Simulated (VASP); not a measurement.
Wanted: the native input for a VASP 6.6.1 run.

- Task: single point
- Functional: PBE
- Potentials or basis: VASP PAW PBE potentials, release 64 (Be, Zn, Te, O)
- Cutoff: 520 eV
- k mesh: 12 × 12 × 4
- Occupations: gaussian, width 0.1 eV
- Spin: no spin polarisation
- Dipole correction: no
- Further INCAR settings: ALGO = Normal; EDIFF = 1e-06; NBANDS = 26

The structure of Be2ZnTe2O lies in POSCAR:

```
Be2ZnTe2O
1.0
    3.7410898428      0.0000000000      0.0000000000
   -1.8705449214      3.2398788417      0.0000000000
    0.0000000000      0.0000000000     10.2833232065
Be Zn Te O
2 1 2 1
Direct
    0.3333333333      0.6666666667      0.3640771049
    0.6666666667      0.3333333333      0.6359228951
    0.0000000000      0.0000000000      0.0000000000
    0.0000000000      0.0000000000      0.2607732483
    0.0000000000      0.0000000000      0.7392267517
    0.0000000000      0.0000000000      0.5000000000
```

The cell was built from a structure type or drawn by symmetry, and may not be a known phase.

The input as run:

INCAR

```
PREC = Accurate
ENCUT = 520
EDIFF = 1E-6
ISMEAR = 0
SIGMA = 0.1
LREAL = F
LASPH = T
NELM = 80
ALGO = Normal
ISIF = 2
LWAVE = F
LCHARG = F
GGA = PE
NBANDS = 26
```

KPOINTS

```
Automatic mesh
0
Gamma
  12 12 4
```

Potentials or basis: VASP PAW PBE potentials, release 64 (Be, Zn, Te, O).

Command:

```sh
$ cat potpaw_PBE.64/Be/POTCAR potpaw_PBE.64/Zn/POTCAR potpaw_PBE.64/Te/POTCAR potpaw_PBE.64/O/POTCAR > POTCAR
$ mpirun -np 1 vasp_std > vasp.out
```

It gave:

```json
{
  "Pressure": "0.1 GPa",
  "Largest force": "0.023 eV/Å",
  "Band gap on the k mesh": "zero (bands 17 and 18 overlap by 0.56 eV)"
}
```

Caveat: semilocal functionals underestimate gaps, so a narrow gap can read as zero; spin-orbit coupling is left out, which moves the levels of the heavy elements.

Run time: 2.1 min on 1 thread of Intel(R) Xeon(R) 6975P-C (Granite Rapids), with other jobs on the host, peak memory 0.4 GiB.
